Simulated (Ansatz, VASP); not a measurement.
**Ge2Sb3Se in VASP and in Ansatz**

The input INCAR:

```
SYSTEM = Ge2Sb3Se
PREC = Accurate
ENCUT = 600
EDIFF = 1E-7
ISMEAR = 0
SIGMA = 0.1
LREAL = .FALSE.
LASPH = .TRUE.
NELM = 80
ALGO = Normal
ISIF = 3
LWAVE = .FALSE.
LCHARG = .FALSE.
GGA = PE
IBRION = 2
NSW = 90
EDIFFG = -0.04
```

KPOINTS

```
Automatic mesh
0
G
  4 4 2
  0 0 0
```

Contents of POSCAR:

```
Ge2Sb3Se
1.0
    3.9180118400      0.0000000000      0.0000000000
    0.0000000000      3.9180118400      0.0000000000
    0.0000000000      0.0000000000      8.7875226800
Ge Sb Se
2 3 1
Direct
    0.5000000000      0.0000000000      0.7344790700
    0.0000000000      0.5000000000      0.2655209300
    0.5000000000      0.0000000000      0.3861632900
    0.0000000000      0.5000000000      0.6138367100
    0.0000000000      0.0000000000      0.0000000000
    0.5000000000      0.5000000000      0.0000000000
```

Input for Ansatz:

```yaml
crystal:
  lattice:
    - [3.91801184, 0.0, 0.0]
    - [0.0, 3.91801184, 0.0]
    - [0.0, 0.0, 8.78752268]
  atoms:
    - { symbol: Ge, position: [0.5, 0.0, 0.73447907] }
    - { symbol: Ge, position: [0.0, 0.5, 0.26552093] }
    - { symbol: Sb, position: [0.5, 0.0, 0.38616329] }
    - { symbol: Sb, position: [0.0, 0.5, 0.61383671] }
    - { symbol: Sb, position: [0.0, 0.0, 0.0] }
    - { symbol: Se, position: [0.5, 0.5, 0.0] }
basis:
  ecutwfc: 420
kpoints:
  mp_grid: { grid: [4, 4, 2] }
hamiltonian:
  xc: pbe
scf:
  occupations: { method: gaussian, width: 0.1 }
  lower_state_search: "off"
output:
  forces: true
  stress: true
  eigenvalues: true
relax:
  adjacent_minimum: "off"
  f_tol: 0.04
  max_steps: 70
  cell: { stress_tol: 0.4 }
```

Change from the starting cell: species swapped into the Hf2SiAs3 type (P-4m2, No. 115).

Alike in both runs: task relaxation of cell and atoms; functional PBE; k mesh 4 × 4 × 2; occupations gaussian, width 0.1 eV; no spin polarisation.

|  | VASP | Ansatz |
| --- | --- | --- |
| version | VASP 6.6.1 | Ansatz 0.2.0 |
| potentials or method | VASP PAW PBE potentials, release 64 (Ge_d, Sb, Se), cutoff 600 eV | scalar-relativistic, plane waves, PAW |
| valence electrons in the cell | 49 | 89 |

|  | VASP | Ansatz | Ansatz less VASP |
| --- | --- | --- | --- |
| gap on the k mesh at the Fermi level, each at its own relaxed structure (eV) | none | none | - |
| relaxed volume (Å³/atom) | 25.11 | 25.10 | -0.008 |
| relaxed length of the cell vector where the two differ most in proportion (Å) | 9.100 | 9.089 | -0.0108 |

A gap of «none» marks a metal or a gap that the smearing closes. VASP's potentials hold 49 valence electrons a cell and Ansatz's 89, so a difference there can come from the potentials and not from the codes.

The k mesh is coarse, so the values compare programs but aren't converged. Neither program's run includes spin-orbit coupling.
